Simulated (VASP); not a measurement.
Write the native input for VASP 6.6.1 that does the following.

```
Task                   : single point
Functional             : PBEsol
Potentials or basis    : VASP PAW PBE potentials, release 64 (B, P)
Cutoff                 : 520 eV
k mesh                 : 8 × 8 × 8
Occupations            : gaussian, width 0.01 eV
Spin                   : no spin polarisation
Dipole correction      : no
Further INCAR settings : ALGO = Normal; EDIFF = 1e-06; NBANDS = 11
```

The structure of BP lies in POSCAR:

```
BP
1.0
    2.2148704127      2.2148704127      0.0000000000
   -2.2148704127      2.2148704127      0.0000000000
    0.0000000000      2.2148704127      2.2871927119
B P
1 1
Direct
    0.0000000000      0.0000000000      0.0000000000
    0.7500000000      0.2500000000      0.5000000000
```

This cell differs from its parent crystal: in-plane strain -0.02.

These files were run (other wordings do the same):

INCAR

```
SYSTEM = BP
PREC = Accurate
ENCUT = 520
EDIFF = 1E-6
ISMEAR = 0
SIGMA = 0.01
LREAL = .FALSE.
LASPH = .TRUE.
NELM = 100
ALGO = Normal
ISIF = 2
LWAVE = .FALSE.
LCHARG = .TRUE.
GGA = PS
LELF = .TRUE.
LVHAR = .TRUE.
NBANDS = 11
```

KPOINTS

```
regular mesh
0
G
  8 8 8
  0 0 0
```

Potentials or basis: VASP PAW PBE potentials, release 64 (B, P).

Launch:

```sh
$ cat potpaw_PBE.64/B/POTCAR potpaw_PBE.64/P/POTCAR > POTCAR
$ mpirun -np 1 vasp_std > vasp.out
```

It gave:

The pressure is 5.2 GPa and the band gap on the k mesh is 0.87 eV, indirect (least direct gap 3.26 eV).

Caveat: the cell differs from its parent crystal (in-plane strain -0.02); the PAW data sets were made with another functional, which shifts forces and pressure a little.

Run time: 4.3 s on 1 thread of Intel(R) Xeon(R) 6975P-C (Granite Rapids) (shared host), peak memory 0.14 GiB.
